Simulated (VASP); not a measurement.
**Se: single point with LDA**

Crystal: Se.

```xyz
3
Lattice="3.9535 0.0000 0.0000 -1.9767 3.4238 0.0000 0.0000 0.0000 5.1205" Properties=species:S:1:pos:R:3 pbc="T T T"
Se   -0.9711    3.4238    1.7068
Se    3.4507    0.8709    3.4137
Se    1.4739    2.5529    5.1205
```

- Program: VASP 6.6.1
- Task: single point
- Functional: LDA
- Potentials or basis: VASP PAW LDA potentials, release 64 (Se)
- Cutoff: 520 eV
- k mesh: 9 × 9 × 6
- Occupations: fermi-dirac, width 0.05 eV
- Spin: no spin polarisation
- Dipole correction: no
- Further INCAR settings: ALGO = Normal; EDIFF = 1e-06; NBANDS = 16

```json
{"Pressure": "0.2 GPa", "Largest force": "0.052 eV/Å", "Band gap on the k mesh": "0.28 eV"}
```

Forces in eV/Å, atoms in the order of the input:
```
Se   0.052  0.000  0.000
Se  -0.026  0.045  0.000
Se  -0.026 -0.045  0.000
```

Stress tensor (GPa, compression positive):
```
0.14 0.00 0.00
0.00 0.14 0.00
0.00 0.00 0.29
```

Levels at points of the mesh, in eV from the valence-band top:
```tsv
k point	band 5	band 6	band 7	band 8	band 9	band 10	band 11	band 12	band 13	band 14
(0.00, 0.00, 0.00)	-3.45	-3.45	-1.98	-1.98	-0.69	1.32	1.32	2.00	6.17	6.17
(0.00, 0.00, 0.50)	-3.19	-3.19	-1.52	-1.35	-1.35	0.74	0.75	0.75	5.26	6.80
```

Run time: 66 s on 1 thread of Intel Xeon 8259CL, with other jobs on the host, peak memory 0.19 GiB.

Caveat: an odd mesh through Γ misses points on the zone boundary, where band edges can lie.
